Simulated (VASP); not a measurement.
Set up this calculation in VASP 6.6.1, as the native input.

| Quantity | Value |
| --- | --- |
| Task | single point |
| Functional | PBE |
| Potentials or basis | VASP PAW PBE potentials, release 64 (B, O) |
| Cutoff | 520 eV |
| k mesh | 38 × 38 × 38 |
| Occupations | fermi-dirac, width 0.0612256 eV |
| Spin | no spin polarisation |
| Dipole correction | no |
| Further INCAR settings | ALGO = Normal; EDIFF = 1e-06; NBANDS = 13 |

The structure of B2O (antifluorite type) lies in POSCAR:

```
B2O
1.0
    0.0000000000      2.4504635902      2.4504635902
    2.4504635902      0.0000000000      2.4504635902
    2.4504635902      2.4504635902      0.0000000000
B O
2 1
Direct
    0.2500000000      0.2500000000      0.2500000000
    0.7500000000      0.7500000000      0.7500000000
    0.0000000000      0.0000000000      0.0000000000
```

One way to write it, as run:

INCAR

```
SYSTEM = B2O
ALGO = Normal ; EDIFF = 1E-6
ENCUT = 520 ; GGA = PE
ISIF = 2 ; ISMEAR = -1
LASPH = .True. ; LCHARG = .True.
LELF = .True. ; LREAL = .False.
LVHAR = .True. ; LWAVE = .False.
NBANDS = 13 ; NELM = 80
PREC = Accurate ; SIGMA = 0.06122561905347299
```

KPOINTS

```
k-points
0
Gamma
  38 38 38
  0 0 0
```

Potentials or basis: VASP PAW PBE potentials, release 64 (B, O).

Run with:

```bash
$ cat potpaw_PBE.64/B/POTCAR potpaw_PBE.64/O/POTCAR > POTCAR
$ mpirun -np 1 vasp_std > vasp.out
```

It gave:

```
Pressure               : 1.3 GPa
Band gap on the k mesh : zero (bands 6 and 7 overlap by 0.97 eV)
```

Run time: 3.1 min on 1 thread of Intel(R) Xeon(R) 6975P-C (Granite Rapids), on a shared host, peak memory 0.56 GiB.
